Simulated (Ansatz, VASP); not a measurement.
**Two plane-wave programs on CaS4**

The input INCAR:

```
PREC = Accurate
ENCUT = 520
EDIFF = 1E-7
ISMEAR = 0
SIGMA = 0.1
LREAL = F
LASPH = T
NELM = 100
ALGO = Normal
ISIF = 2
LWAVE = F
LCHARG = F
GGA = PE
NBANDS = 25
```

The input KPOINTS:

```
regular mesh
0
Gamma
  4 4 4
```

POSCAR

```
CaS4
1.0
    5.0183870700      0.0000000000      0.0000000000
    0.0000000000      5.0183870700      0.0000000000
    0.0000000000      0.0000000000      5.0183870700
Ca S
1 4
Direct
    0.5000000000      0.5000000000      0.5000000000
    0.5000000000      0.0000000000      0.0000000000
    0.0000000000      0.5000000000      0.0000000000
    0.0000000000      0.0000000000      0.5000000000
    0.0000000000      0.0000000000      0.0000000000
```

Input for Ansatz:

```yaml
crystal:
  lattice:
    - [5.01838707, 0.0, 0.0]
    - [0.0, 5.01838707, 0.0]
    - [0.0, 0.0, 5.01838707]
  atoms:
    - { symbol: Ca, position: [0.5, 0.5, 0.5] }
    - { symbol: S, position: [0.5, 0.0, 0.0] }
    - { symbol: S, position: [0.0, 0.5, 0.0] }
    - { symbol: S, position: [0.0, 0.0, 0.5] }
    - { symbol: S, position: [0.0, 0.0, 0.0] }
basis:
  ecutwfc: 420
kpoints:
  mp_grid: { grid: [4, 4, 4] }
hamiltonian:
  xc: pbe
scf:
  occupations: { method: gaussian, width: 0.1 }
  lower_state_search: "off"
output:
  forces: true
  stress: true
  eigenvalues: true
```

Alike in both runs: task single point; functional PBE; k mesh 4 × 4 × 4; occupations gaussian, width 0.1 eV; no spin polarisation.

```csv
,VASP,Ansatz
version,VASP 6.6.1,Ansatz 0.2.0
potentials or method,"VASP PAW PBE potentials, release 64 (Ca_sv, S), cutoff 520 eV","scalar-relativistic, plane waves, PAW"
valence electrons in the cell,34,34
```

|  | VASP | Ansatz | Ansatz less VASP |
| --- | --- | --- | --- |
| gap on the k mesh at the Fermi level (eV) | none | none | - |
| pressure (GPa) | -8.3 | -8.2 | +0.07 |

A gap of «none» marks a metal or a gap that the smearing closes. The functional is the same, so the differences come from potentials, cutoffs and numerics.
